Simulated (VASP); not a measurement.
# ZnSe (P4/nmm) in VASP: further runs

The runs below take ZnSe through single point, with LDA.

Everything below comes from runs of VASP 6.6.1. Logs are shortened: lines on timing, memory, paths and dates and some standing lists are left out, and cuts for length are marked.

## Step 1: The cell of the first run

Symmetry: P4/nmm, No. 129, tetragonal system. Conventional cell: a = 3.923 Å, b = 3.923 Å, c = 5.572 Å, α = 90.00°, β = 90.00°, γ = 90.00°. Within 3.3 Å of Zn (site symmetry -4m2) lie 4 Se at 2.51 Å and 4 Zn at 2.77 Å. Within 3.3 Å of Se (site symmetry 4mm) lie 4 Zn at 2.51 Å.

## Step 2: Single point, LDA

File INCAR:

```
  ALGO = Normal
  EDIFF = 1E-6
  ENCUT = 520
  ISIF = 2
  ISMEAR = 0
  LASPH = True
  LCHARG = True
  LELF = True
  LREAL = False
  LVHAR = True
  LWAVE = False
  NBANDS = 26
  NELM = 100
  PREC = Accurate
  SIGMA = 0.05
```

File KPOINTS:

```
k-points
0
Gamma
  8 8 6
```

File POSCAR:

```
ZnSe
1.0
    3.9227000000      0.0000000000      0.0000000000
    0.0000000000      3.9227000000      0.0000000000
    0.0000000000      0.0000000000      5.5715000000
Zn Se
2 2
Direct
    0.0000000000      0.0000000000      0.0000000000
    0.5000000000      0.5000000000      0.0000000000
    0.0000000000      0.5000000000      0.2797006019
    0.5000000000      0.0000000000      0.7202993981
```

Potentials or basis: VASP PAW LDA potentials, release 64 (Zn, Se).

The run is started by

```sh
> cat potpaw_LDA.64/Zn/POTCAR potpaw_LDA.64/Se/POTCAR > POTCAR
> mpirun -np 1 vasp_std > vasp.out
```

OUTCAR:

```text
EDIFF = 1E-6
   ENCUT = 520
   ISIF = 2
   ISMEAR = 0
   LASPH = True
   LREAL = False
   NELM = 100
   PREC = Accurate

 ion  position               nearest neighbor table
   1  0.000  0.000  0.000-   3 2.51   4 2.51   3 2.51   4 2.51   2 2.77   2 2.77   2 2.77   2 2.77

   2  0.500  0.500  0.000-   3 2.51   4 2.51   4 2.51   3 2.51   1 2.77   1 2.77   1 2.77   1 2.77

   3  0.000  0.500  0.280-   1 2.51   2 2.51   1 2.51   2 2.51
   4  0.500  0.000  0.720-   1 2.51   2 2.51   2 2.51   1 2.51

  LATTYP: Found a simple tetragonal cell.
 ALAT       =     3.9227000000
 C/A-ratio  =     1.4203227369

  Lattice vectors:

 A1 = (   3.9227000000,   0.0000000000,   0.0000000000)
 A2 = (   0.0000000000,   3.9227000000,   0.0000000000)
 A3 = (   0.0000000000,   0.0000000000,   5.5715000000)

Analysis of symmetry for initial positions (statically):
=====================================================================
 Subroutine PRICEL returns:
 Original cell was already a primitive cell.

 Routine SETGRP: Setting up the symmetry group for a
 simple tetragonal supercell.

 Subroutine GETGRP returns: Found 16 space group operations
 (whereof  8 operations were pure point group operations)
 out of a pool of 16 trial point group operations.

The static configuration has the point symmetry D_2d.
 The point group associated with its full space group is D_4h.

Analysis of symmetry for dynamics (positions and initial velocities):
=====================================================================
 Subroutine PRICEL returns:
 Original cell was already a primitive cell.

 Routine SETGRP: Setting up the symmetry group for a
 simple tetragonal supercell.

 Subroutine GETGRP returns: Found 16 space group operations
 (whereof  8 operations were pure point group operations)
 out of a pool of 16 trial point group operations.

The dynamic configuration has the point symmetry D_2d.
 The point group associated with its full space group is D_4h.

 Subroutine INISYM returns: Found 16 space group operations
 (whereof  8 operations are pure point group operations),
 and found     1 'primitive' translations

----------------------------------------------------------------------------------------

                                     Primitive cell

  volume of cell :      85.7319

  direct lattice vectors                    reciprocal lattice vectors
     3.922700000  0.000000000  0.000000000     0.254926454  0.000000000  0.000000000
     0.000000000  3.922700000  0.000000000     0.000000000  0.254926454  0.000000000
     0.000000000  0.000000000  5.571500000     0.000000000  0.000000000  0.179484878

  length of vectors
     3.922700000  3.922700000  5.571500000     0.254926454  0.254926454  0.179484878

  position of ions in fractional coordinates (direct lattice)
     0.000000000  0.000000000  0.000000000
     0.500000000  0.500000000  0.000000000
     0.000000000  0.500000000  0.279700602
     0.500000000  0.000000000  0.720299398

  ion indices of the primitive-cell ions
   primitive index   ion index
                 1           1
                 2           2
                 3           3
                 4           4

----------------------------------------------------------------------------------------

 KPOINTS: k-points

Automatic generation of k-mesh.
 Grid dimensions read from file:
 generate k-points for:    8    8    6

 Generating k-lattice:

  Cartesian coordinates                     Fractional coordinates (reciprocal lattice)
     0.031865807  0.000000000  0.000000000     0.125000000  0.000000000  0.000000000
     0.000000000  0.031865807  0.000000000     0.000000000  0.125000000  0.000000000
     0.000000000  0.000000000  0.029914146     0.000000000  0.000000000  0.166666667

  Length of vectors
     0.031865807  0.031865807  0.029914146

  Shift w.r.t. Gamma in fractional coordinates (k-lattice)
     0.000000000  0.000000000  0.000000000

 Subroutine IBZKPT returns following result:
 ===========================================

 Found     60 irreducible k-points:

 Following reciprocal coordinates:
            Coordinates               Weight
  0.000000  0.000000  0.000000      1.000000
  0.125000  0.000000  0.000000      4.000000
  0.250000  0.000000  0.000000      4.000000
  0.375000  0.000000  0.000000      4.000000
  0.500000  0.000000  0.000000      2.000000
  0.125000  0.125000  0.000000      4.000000
[... 16 lines left out ...]
  0.375000  0.125000  0.166667     16.000000
  0.500000  0.125000  0.166667      8.000000
 [... further k-points ...]
   k-points           NKPTS =     60   k-points in BZ     NKDIM =     60   number of bands    NBANDS=     26
   number of dos      NEDOS =    301   number of ions     NIONS =      4
   total plane-waves  NPLWV =  37800
   dimension x,y,z NGX =    30 NGY =   30 NGZ =   42
   dimension x,y,z NGXF=    60 NGYF=   60 NGZF=   84
   ions per type =               2   2
   NGX,Y,Z   is equivalent  to a cutoff of  12.71, 12.71, 12.53 a.u.
   NGXF,Y,Z  is equivalent  to a cutoff of  25.43, 25.43, 25.06 a.u.
 SYSTEM =  unknown system
   PREC   = accura    normal or accurate (medium, high low for compatibility)
   ISTART =      0    job   : 0-new  1-cont  2-samecut
   ICHARG =      2    charge: 1-file 2-atom 10-const
   ISPIN  =      1    spin polarized calculation?
   LNONCOLLINEAR =      F non collinear calculations
   LSORBIT =      F    spin-orbit coupling
   LASPH  =      T    aspherical Exc in radial PAW
   ENCUT  =  520.0 eV  38.22 Ry    6.18 a.u.   7.29  7.29 10.36*2*pi/ulx,y,z
   NELM   =    100;   NELMIN=  2; NELMDL= -5     # of ELM steps
   EDIFF  = 0.1E-05   stopping-criterion for ELM
   LREAL  =      F    real-space projection
   EDIFFG = 0.1E-04   stopping-criterion for IOM
   NSW    =      0    number of steps for IOM
   IBRION =     -1    ionic relax: 0-MD 1-quasi-New 2-CG
   NFREE  =      0    steps in history (QN), initial steepest desc. (CG)
   ISIF   =      2    stress and relaxation
   ISYM   =      2    0-nonsym 1-usesym 2-fastsym
   POTIM  = 0.5000    time-step for ionic-motion
   TEBEG  =    0.0;   TEEND  =   0.0 temperature during run
   PSTRESS=    0.0 pullay stress
   NELECT =      36.0000    total number of electrons
   NUPDOWN=      -1.0000    fix difference up-down
   EMIN   =  10.00;   EMAX   =-10.00  energy-range for DOS
   EFERMI =   0.00;   METHOD = LEGACY
   ISMEAR =     0;   SIGMA  =   0.05  broadening in eV -4-tet -1-fermi 0-gaus
   EFERMI_NEDOS =   21; number of points for ismear=-14 and -15
   IALGO  =     38    algorithm
   IMIX   =      4    mixing-type and parameters
     AMIX     =   0.40;   BMIX     =  1.00
     AMIX_MAG =   1.60;   BMIX_MAG =  1.00
  volume/ion in A,a.u.               =      21.43       144.64
  Fermi-wavevector in a.u.,A,eV,Ry     =   1.225918  2.316650 20.447868  1.502876
  Thomas-Fermi vector in A             =   2.360938
   LORBIT       =      0    0 simple, 1 ext, 2 COOP (PROOUT), +10 PAW based schemes
   GGA     = CA    functional components
   LHFCALC =     F    Hartree Fock is set to
   AEXX    =    0.0000 exact exchange contribution
   IVDW    =     0    specifies the selected vdW correction
   LEPSILON=     F    determine dielectric tensor
   LRPA    =     F    only Hartree local field effects (RPA)
 non-spin polarized calculation
 Gauss-broadening in eV      SIGMA  =   0.05
  energy-cutoff  :      520.00
  volume of cell :       85.73
 maximum number of plane-waves:      2348
 NGX is ok and might be reduce to    30
   NGX = 15   NGY = 15   NGZ = 21

 number of electron      36.0000009 magnetization

 Free energy of the ion-electron system (eV)
  ---------------------------------------------------
  ext. energy  EPLUGINS =         0.00000000
  ---------------------------------------------------
  free energy    TOTEN  =       -13.98547854 eV

  energy without entropy =      -13.98547854  energy(sigma->0) =      -13.98547854

 E-fermi :   2.3863     XC(G=0): -10.0036

 val. band max:        2.1676228407   @ k =   0.0000   0.0000   0.0000
 cond. band min:       3.6038950760   @ k =   0.0000   0.0000   0.0000
 fundamental gap:      1.4362722353
 Fermi energy:         2.3863020659

 k-point     1 :       0.0000    0.0000    0.0000
  band No.  band energies     occupation
      1     -11.5863      2.00000
      2     -10.2997      2.00000
      3      -5.3695      2.00000
      4      -5.3086      2.00000
      5      -5.1310      2.00000
      6      -5.1310      2.00000
[... 18 lines left out ...]
     25      12.2653      0.00000
     26      12.5429      0.00000

 k-point     2 :       0.1250    0.0000    0.0000
  band No.  band energies     occupation
      1     -11.5055      2.00000
      2     -10.3006      2.00000
      3      -5.3130      2.00000
      4      -5.2876      2.00000
      5      -5.1243      2.00000
      6      -5.1053      2.00000
[... 18 lines left out ...]
     25      11.7039      0.00000
     26      12.2001      0.00000

 k-point     3 :       0.2500    0.0000    0.0000
  band No.  band energies     occupation
      1     -11.2809      2.00000
      2     -10.3263      2.00000
      3      -5.2225      2.00000
      4      -5.1636      2.00000
      5      -5.0917      2.00000
      6      -5.0527      2.00000
[... 18 lines left out ...]
     25      10.3278      0.00000
     26      10.9486      0.00000

 k-point     4 :       0.3750    0.0000    0.0000
  band No.  band energies     occupation
      1     -10.9683      2.00000
      2     -10.4319      2.00000
      3      -5.1129      2.00000
      4      -5.0217      2.00000
      5      -4.9719      2.00000
      6      -4.9559      2.00000
[... 18 lines left out ...]
     25      10.0759      0.00000
     26      10.3449      0.00000
[... 496 lines left out ...]
      1     -11.1579      2.00000
      2     -10.3726      2.00000
      3      -5.2964      2.00000
      4      -5.1284      2.00000
      5      -5.0372      2.00000
      6      -5.0249      2.00000
[... 18 lines left out ...]
     25       9.1462      0.00000
     26      11.3320      0.00000

 k-point    23 :       0.3750    0.1250    0.1667
  band No.  band energies     occupation
      1     -10.8730      2.00000
      2     -10.4309      2.00000
      3      -5.2144      2.00000
      4      -5.0189      2.00000
      5      -4.9611      2.00000
      6      -4.8907      2.00000
[... 18 lines left out ...]
     25      10.8893      0.00000
     26      11.2226      0.00000

 k-point    24 :       0.5000    0.1250    0.1667
  band No.  band energies     occupation
      1     -10.6032      2.00000
      2     -10.6032      2.00000
      3      -5.0621      2.00000
      4      -5.0621      2.00000
      5      -4.8934      2.00000
      6      -4.8934      2.00000
[... 18 lines left out ...]
     25      10.9098      0.00000
     26      10.9098      0.00000

 [... further k-points ...]

------------------------ aborting loop because EDIFF is reached ----------------------------------------

  FORCE on cell =-STRESS in cart. coord.  units (eV):
  Direction    XX          YY          ZZ          XY          YZ          ZX
  --------------------------------------------------------------------------------------
  -------------------------------------------------------------------------------------
  Total       -0.2243280     -0.2243280     -1.8551190      0.0000000      0.0000000      0.0000000
  in kB       -4.1922939     -4.1922939    -34.6688971      0.0000000      0.0000000      0.0000000
  external PRESSURE =     -14.3511616 kB  Pullay stress =       0.0000000 kB

 VOLUME and BASIS-vectors are now :
 -----------------------------------------------------------------------------
  energy-cutoff  :      520.00
  volume of cell :       85.73
      direct lattice vectors                 reciprocal lattice vectors
     3.922700000  0.000000000  0.000000000     0.254926454  0.000000000  0.000000000
     0.000000000  3.922700000  0.000000000     0.000000000  0.254926454  0.000000000
     0.000000000  0.000000000  5.571500000     0.000000000  0.000000000  0.179484878

 POSITION                                       TOTAL-FORCE (eV/Angst)
 -----------------------------------------------------------------------------------
      0.00000      0.00000      0.00000         0.000000      0.000000      0.000000
      1.96135      1.96135      0.00000         0.000000     -0.000000      0.000000
      0.00000      1.96135      1.55835         0.000000      0.000000     -0.523521
      1.96135      0.00000      4.01315         0.000000     -0.000000      0.523521
 -----------------------------------------------------------------------------------
    total drift:                                0.000000      0.000000      0.000000

  FREE ENERGIE OF THE ION-ELECTRON SYSTEM (eV)
  ---------------------------------------------------
  free  energy   TOTEN  =       -13.9854785363 eV

  energy  without entropy=      -13.9854785363  energy(sigma->0) =      -13.98547854
```

Run time: 71 s. Hardware: 1 thread of Intel Xeon Platinum 8124M at 3.00GHz (Skylake/Cascade Lake), shared host; peak memory 0.24 GiB.

What came out:

```yaml
Free_energy: -13.9855 eV
Pressure: -1.4 GPa
Largest_force: 0.524 eV/Å
Band_gap_on_the_k_mesh: 1.44 eV, direct
```

Forces in eV/Å, atoms in the order of the input:
```
Zn   0.000  0.000  0.000
Zn   0.000  0.000  0.000
Se   0.000  0.000 -0.524
Se   0.000  0.000  0.524
```

Levels at points of the mesh, in eV from the valence-band top:
| k point | band 15 | band 16 | band 17 | band 18 | band 19 | band 20 | band 21 | band 22 |
| --- | --- | --- | --- | --- | --- | --- | --- | --- |
| (0.00, 0.00, 0.00) | -2.55 | -0.44 | 0.00 | 0.00 | 1.44 | 1.99 | 2.71 | 5.10 |
| (0.50, 0.00, 0.00) | -2.57 | -2.57 | -0.95 | -0.95 | 3.69 | 3.69 | 5.12 | 5.12 |
| (0.50, 0.50, 0.00) | -2.74 | -2.74 | -2.42 | -2.42 | 2.38 | 2.38 | 2.54 | 2.54 |
| (0.00, 0.00, 0.50) | -2.13 | -2.01 | -0.77 | -0.77 | 2.27 | 3.16 | 4.01 | 4.63 |
| (0.50, 0.00, 0.50) | -0.99 | -0.99 | -0.89 | -0.89 | 2.13 | 2.13 | 5.51 | 5.51 |
| (0.50, 0.50, 0.50) | -3.45 | -3.45 | -3.22 | -3.22 | 4.40 | 4.40 | 4.77 | 4.77 |

(Continued in part 2 of 2.)
